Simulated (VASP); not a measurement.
ZrGe4Mo, 6 atoms in the cell. The structure is trigonal, space group P-3m1 (No. 164). The conventional cell has a = 3.256 Å, b = 3.256 Å, c = 12.316 Å, α = 90.00°, β = 90.00°, γ = 120.00°. Zr (site symmetry -3m) has 6 Ge at 2.45 Å and 6 Zr at 3.26 Å within 3.3 Å. Ge (site symmetry 3m) has 3 Zr at 2.45 Å and 6 Ge at 3.26 Å within 3.3 Å. Within 3.3 Å of Ge (site symmetry 3m) lie 3 Mo at 2.41 Å and 6 Ge at 3.26 Å. Mo (site symmetry -3m) has 6 Ge at 2.41 Å and 6 Mo at 3.26 Å within 3.3 Å. The cell was built from a structure type or drawn by symmetry, and may not be a known phase.

* Program: VASP 6.6.1
* Task: single point
* Functional: PBE
* Potentials or basis: VASP PAW PBE potentials, release 64 (Zr_sv, Ge_d, Mo_sv)
* Cutoff: 520 eV
* k mesh: 6 × 6 × 2
* Occupations: gaussian, width 0.1 eV
* Spin: no spin polarisation
* Dipole correction: no
* Further INCAR settings: ALGO = Normal; EDIFF = 1e-06; NBANDS = 50

Potentials or basis: VASP PAW PBE potentials, release 64 (Zr_sv, Ge_d, Mo_sv).

The run is started by

```sh
$ cat potpaw_PBE.64/Zr_sv/POTCAR potpaw_PBE.64/Ge_d/POTCAR potpaw_PBE.64/Mo_sv/POTCAR > POTCAR
$ mpirun -np 1 vasp_std > vasp.out
```

Hardware: 1 thread of Intel(R) Xeon(R) Platinum 8488C (Sapphire Rapids), on a shared host.

Problem. Estimate the wall time of this run.

Solution. Wall time 100 s on 1 thread of Intel(R) Xeon(R) Platinum 8488C (Sapphire Rapids), with other jobs on the host, peak memory 0.26 GiB. Counts: scf iterations 18, k points 14.
